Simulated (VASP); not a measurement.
A run of VASP 6.6.1 is set up as follows.

The input INCAR:

```
  PREC = Accurate
  ENCUT = 600
  EDIFF = 1E-7
  ISMEAR = -1
  SIGMA = 0.05
  LREAL = F
  LASPH = T
  NELM = 120
  ALGO = Normal
  ISIF = 3
  LWAVE = F
  LCHARG = F
  GGA = PS
  IVDW = 12
  IBRION = 2
  NSW = 60
  EDIFFG = -0.01
  GGA_COMPAT = F
  NELMIN = 4
```

KPOINTS

```
regular mesh
0
Gamma
  6 6 4
```

The input POSCAR:

```
SiO2
1.0
    4.9820000000      0.0000000000      0.0000000000
    0.0000000000      4.9820000000      0.0000000000
    0.0000000000      0.0000000000      6.9630000000
Si O
4 8
Direct
    0.7989700000      0.2010300000      0.7500000000
    0.7010300000      0.7010300000      0.5000000000
    0.2010300000      0.7989700000      0.2500000000
    0.2989700000      0.2989700000      0.0000000000
    0.1034700000      0.2398900000      0.8218700000
    0.2601100000      0.6034700000      0.0718700000
    0.8965300000      0.7601100000      0.3218700000
    0.7398900000      0.3965300000      0.5718700000
    0.6034700000      0.2601100000      0.9281300000
    0.7601100000      0.8965300000      0.6781300000
    0.3965300000      0.7398900000      0.4281300000
    0.2398900000      0.1034700000      0.1781300000
```

Potentials or basis: VASP PAW PBE potentials, release 64 (Si, O).

Launch:

```console
$ cat potpaw_PBE.64/Si/POTCAR potpaw_PBE.64/O/POTCAR > POTCAR
$ mpirun -np 1 vasp_std > vasp.out
```

Task: Estimate the dispersion energy per atom.

Result: -0.105 eV.

Task: What does it give for the relaxed volume?

Result: 13.50 Å³/atom.

Task: What does it give for the relaxed cell?

Result: a = 4.901 Å, b = 4.901 Å, c = 6.744 Å, α = 90.00°, β = 90.00°, γ = 90.00°.

Final structure:
```
Si O
1.0
     4.90090    0.00000    0.00000
     0.00000    4.90090    0.00000
     0.00000    0.00000    6.74381
Si O
4 8
Direct
  0.81289 0.18711 0.75000
  0.68711 0.68711 0.50000
  0.18711 0.81289 0.25000
  0.31289 0.31289 0.00000
  0.13044 0.23364 0.80777
  0.26636 0.63044 0.05777
  0.86956 0.76636 0.30777
  0.73364 0.36956 0.55777
  0.63044 0.26636 0.94223
  0.76636 0.86956 0.69223
  0.36956 0.73364 0.44223
  0.23364 0.13044 0.19223
```

Caveat: the PAW data sets were made with another functional, which shifts forces and pressure a little.
